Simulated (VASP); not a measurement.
Input of a VASP 6.6.1 run:

File INCAR:

```
PREC = Accurate ; ENCUT = 520
EDIFF = 1E-6 ; ISMEAR = 0
SIGMA = 0.15 ; LREAL = F
LASPH = T ; NELM = 60
ALGO = Fast ; ISIF = 2
LWAVE = F ; LCHARG = F
GGA = PS ; NBANDS = 18
```

KPOINTS

```
regular mesh
0
Gamma
  14 14 14
```

The input POSCAR:

```
ScHg
1.0
    3.4800000000      0.0000000000      0.0000000000
    0.0000000000      3.4800000000      0.0000000000
    0.0000000000      0.0000000000      3.4974000000
Sc Hg
1 1
Direct
    0.5000000000      0.5000000000      0.5000000000
    0.0000000000      0.0000000000      0.0000000000
```

Potentials or basis: VASP PAW PBE potentials, release 64 (Sc_sv, Hg).

The run is started by

```console
$ cat potpaw_PBE.64/Sc_sv/POTCAR potpaw_PBE.64/Hg/POTCAR > POTCAR
$ mpirun -np 1 vasp_std > vasp.out
```

(1) Estimate the pressure.

Results:

(1) -1.2 GPa.

Caveat: the cell differs from its parent crystal (strain +0.0050 x Voigt [0, 0, 1, 0, 0, 0]); the PAW data sets were made with another functional, which shifts forces and pressure a little.
